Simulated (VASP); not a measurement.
Input of a VASP 6.6.1 run:

The input INCAR:

```
PREC     = Accurate       # precision mode
ENCUT    = 520            # plane-wave cutoff, eV
EDIFF    = 1E-8           # SCF threshold, eV
ISMEAR   = -1             # smearing method
SIGMA    = 0.03           # smearing width, eV
LREAL    = F              # projectors in reciprocal space
LASPH    = T              # aspherical terms in the spheres
NELM     = 80             # most SCF steps
ALGO     = Normal         # electronic algorithm
ISIF     = 2              # what is computed and relaxed
LWAVE    = F              # write WAVECAR
LCHARG   = F              # write CHGCAR
GGA      = PE             # functional
LEFG     = T            
NBANDS   = 21             # bands
```

Contents of KPOINTS:

```
Automatic mesh
0
Gamma
  9 9 9
```

POSCAR

```
Sn
1.0
    0.0000000000      3.2563828035      3.2563828035
    3.2563828035      0.0000000000      3.2563828035
    3.2563828035      3.2563828035      0.0000000000
Sn
2
Direct
    0.5000000000      0.5000000000      0.5000000000
    0.7500000000      0.7500000000      0.7500000000
```

Potentials or basis: VASP PAW PBE potentials, release 64 (Sn_d).

Run with:

```sh
$ cat potpaw_PBE.64/Sn_d/POTCAR > POTCAR
$ mpirun -np 1 vasp_std > vasp.out
```

Task: Estimate the band gap on the k mesh.

Result: Zero (bands 14 and 15 overlap by 0.09 eV).

Task: What does it give for the pressure?

Result: 2.6 GPa.

Caveat: spin-orbit coupling is left out, which moves the levels of the heavy elements.
